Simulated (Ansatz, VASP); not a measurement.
**SiO2 in VASP and in Ansatz**

Contents of INCAR:

```
SYSTEM = SiO2
PREC = Accurate
ENCUT = 520
EDIFF = 1E-6
ISMEAR = 0
SIGMA = 0.02
LREAL = .False.
LASPH = .True.
NELM = 100
ALGO = Normal
ISIF = 2
LWAVE = .False.
LCHARG = .True.
LELF = .True.
LVHAR = .True.
NBANDS = 25
```

KPOINTS

```
Automatic mesh
0
Gamma
  8 8 8
  0 0 0
```

Contents of POSCAR:

```
SiO2
1.0
   -2.4624994460      2.4624994460      3.6436693974
    2.4624994460     -2.4624994460      3.6436693974
    2.4624994460      2.4624994460     -3.6436693974
Si O
2 4
Direct
    0.0000000000      0.0000000000      0.0000000000
    0.7500000000      0.2500000000      0.5000000000
    0.9742770065      0.6250000000      0.8492770065
    0.3750000000      0.2242770065      0.3492770065
    0.7757229935      0.1250000000      0.1507229935
    0.8750000000      0.0257229935      0.6507229935
```

Input for Ansatz:

```yaml
crystal:
  lattice:
    - [-2.462499446, 2.462499446, 3.6436693974]
    - [2.462499446, -2.462499446, 3.6436693974]
    - [2.462499446, 2.462499446, -3.6436693974]
  atoms:
    - { symbol: Si, position: [0.0, 0.0, 0.0] }
    - { symbol: Si, position: [0.75, 0.25, 0.5] }
    - { symbol: O, position: [0.9742770065, 0.625, 0.8492770065] }
    - { symbol: O, position: [0.375, 0.2242770065, 0.3492770065] }
    - { symbol: O, position: [0.7757229935, 0.125, 0.1507229935] }
    - { symbol: O, position: [0.875, 0.0257229935, 0.6507229935] }
basis:
  ecutwfc: 420
kpoints:
  mp_grid: { grid: [8, 8, 8] }
  band_path:
    path:
      - [[0.0, 0.0, 0.0], [0.0, 0.0, 0.5], [0.25, 0.25, 0.25], [0.0, 0.5, 0.0], [0.0, 0.0, 0.0], [0.5, 0.5, -0.5], [0.36418639, 0.63581361, -0.36418639]]
      - [[-0.36418639, 0.36418639, 0.36418639], [0.0, 0.0, 0.0]]
      - [[0.0, 0.0, 0.5], [-0.22837279, 0.22837279, 0.5]]
      - [[0.5, 0.5, -0.22837279], [0.5, 0.5, -0.5]]
    npoints: 14
hamiltonian:
  xc: lda
scf:
  occupations: { method: gaussian, width: 0.02 }
  n_extra_bands: 15
output:
  forces: true
  stress: true
  eigenvalues: true
  populations: true
  dos: { projected: true, de: 0.02, nscf_kmesh: { grid: [12, 12, 12] } }
  bader: true
  write_density: true
  write_potential: true
  elf: true
  volumetric_format: npy
```

Alike in both runs: task single point; functional LDA; k mesh 8 × 8 × 8; occupations gaussian, width 0.02 eV; no spin polarisation.

|  | VASP | Ansatz |
| --- | --- | --- |
| version | VASP 6.6.1 | Ansatz 0.2.0 |
| potentials or method | VASP PAW LDA potentials, release 64 (Si, O), cutoff 520 eV | scalar-relativistic, plane waves, PAW |
| valence electrons in the cell | 32 | 32 |

```csv
,VASP,Ansatz,Ansatz less VASP
gap on the k mesh at the Fermi level (eV),5.76,5.76,+0.001
least direct gap on the mesh (eV),5.76,5.76,+0.001
pressure (GPa),0.6,0.0,-0.55
rms of the force components (eV/Å),0.013,0.000,-0.0130
```

LDA's correlation is that of Perdew and Zunger in VASP and of Perdew and Wang (1992) in Ansatz. Atom by atom the forces differ by 0.013 eV/Å (rms over components).
